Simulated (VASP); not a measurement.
Wanted: the native input for a VASP 6.6.1 run.

```
Task                   : single point
Functional             : r2SCAN
Potentials or basis    : VASP PAW PBE potentials, release 64 (Hf_pv)
Cutoff                 : 520 eV
k mesh                 : 11 × 11 × 6
Occupations            : gaussian, width 0.03 eV
Spin                   : no spin polarisation
Dipole correction      : no
Further INCAR settings : ALGO = Normal; EDIFF = 1e-06; NBANDS = 17
```

The system is Hf.

```
Hf
1.0
     3.19873    0.00000    0.00000
    -1.59937    2.77018    0.00000
     0.00000    0.00000    5.05050
Hf
2
Direct
  0.33333 0.66667 0.25000
  0.66667 0.33333 0.75000
```

The input as run:

POSCAR

```
Hf
1.0
    3.1987335297      0.0000000000      0.0000000000
   -1.5993667648      2.7701844966      0.0000000000
    0.0000000000      0.0000000000      5.0505021987
Hf
2
Direct
    0.3333333333      0.6666666667      0.2500000000
    0.6666666667      0.3333333333      0.7500000000
```

INCAR.step1

```
  ALGO = Normal
  EDIFF = 1E-4
  ENCUT = 520
  GGA = PE
  ISMEAR = 0
  LASPH = True
  LCHARG = False
  LREAL = False
  LWAVE = True
  NBANDS = 17
  NELM = 80
  PREC = Accurate
  SIGMA = 0.03
```

INCAR.step2

```
  ALGO = Normal
  EDIFF = 1E-6
  ENCUT = 520
  ISIF = 2
  ISMEAR = 0
  ISTART = 1
  LASPH = True
  LCHARG = False
  LMIXTAU = True
  LREAL = False
  LWAVE = False
  METAGGA = R2SCAN
  NBANDS = 17
  NELM = 80
  PREC = Accurate
  SIGMA = 0.03
```

KPOINTS

```
k-points
0
Gamma
  11 11 6
```

Potentials or basis: VASP PAW PBE potentials, release 64 (Hf_pv).

The run is started by

```console
$ cat potpaw_PBE.64/Hf_pv/POTCAR > POTCAR
$ cp INCAR.step1 INCAR
$ mpirun -np 1 vasp_std > vasp.out
$ cp INCAR.step2 INCAR
$ mpirun -np 1 vasp_std > vasp.out
```

Results of the run:

```
Pressure               : -0.6 GPa
Band gap on the k mesh : zero (bands 10 and 11 overlap by 1.70 eV)
```

Caveat: the PAW data sets were made with another functional, which shifts forces and pressure a little; spin-orbit coupling is left out, which moves the levels of the heavy elements.

Wall time 100 s on 1 thread of AMD EPYC 9R45 96-Core Processor (Zen 5), with other jobs on the host, peak memory 0.16 GiB.
